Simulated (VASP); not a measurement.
Wanted: the native input for a VASP 6.6.1 run.

* Task: single point
* Functional: PBE
* Potentials or basis: VASP PAW PBE potentials, release 64 (Ag, Cl)
* Cutoff: 520 eV
* k mesh: 7 × 7 × 5
* Occupations: fermi-dirac, width 0.05 eV
* Spin: no spin polarisation
* Dipole correction: no
* Further INCAR settings: ALGO = Normal; EDIFF = 1e-06; NBANDS = 26

The structure of AgCl lies in POSCAR:

```
AgCl
1.0
    4.0038961805      0.0000000000      0.0000000000
    0.0000000000      4.0815580500      0.0000000000
   -0.5599254795      0.0000000000      5.6817159820
Ag Cl
2 2
Direct
    0.8159810000      0.7500000000      0.7819190000
    0.1840190000      0.2500000000      0.2180810000
    0.2923420000      0.2500000000      0.7374360000
    0.7076580000      0.7500000000      0.2625640000
```

These files were run (other wordings do the same):

INCAR

```
PREC = Accurate
ENCUT = 520
EDIFF = 1E-6
ISMEAR = -1
SIGMA = 0.05
LREAL = F
LASPH = T
NELM = 80
ALGO = Normal
ISIF = 2
LWAVE = F
LCHARG = F
GGA = PE
NBANDS = 26
```

KPOINTS

```
regular mesh
0
Gamma
  7 7 5
```

Potentials or basis: VASP PAW PBE potentials, release 64 (Ag, Cl).

The run is started by

```sh
$ cat potpaw_PBE.64/Ag/POTCAR potpaw_PBE.64/Cl/POTCAR > POTCAR
$ mpirun -np 1 vasp_std > vasp.out
```

It gave:

The pressure is -2.4 GPa, the largest force is 0.121 eV/Å and the band gap on the k mesh is 0.92 eV (least direct gap 2.13 eV).

Run time: 110 s on 1 thread of Intel(R) Xeon(R) Platinum 8259CL CPU @ 2.50GHz (Skylake/Cascade Lake), with other jobs on the host, peak memory 0.28 GiB.
